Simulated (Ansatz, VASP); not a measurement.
## LiH: VASP beside Ansatz

```xyz
2
Lattice="0.0000 2.0636 2.0636 2.0636 0.0000 2.0636 2.0636 2.0636 0.0000" Properties=species:S:1:pos:R:3 pbc="T T T"
Li    0.0000    0.0000    0.0000
H     2.0636    2.0636    2.0636
```

Change from the starting cell: volume scaled by 1.04.

Alike in both runs: task single point; functional PBE; k mesh 11 × 11 × 11; occupations fermi-dirac, width 0.05 eV; no spin polarisation.

```csv
,VASP,Ansatz
version,VASP 6.6.1,Ansatz 0.2.0
potentials or method,"VASP PAW PBE potentials, release 64 (Li_sv, H), cutoff 520 eV","all-electron LAPW, scalar-relativistic"
```

|  | VASP | Ansatz | Ansatz less VASP |
| --- | --- | --- | --- |
| gap on the k mesh at the Fermi level (eV) | 3.22 | 3.22 | +0.006 |
| least direct gap on the mesh (eV) | 3.22 | 3.22 | +0.006 |

Ansatz ran all-electron here, and VASP with PAW potentials.

Noted on VASP's run: the cutoff is short for stress, so the pressure is rough.
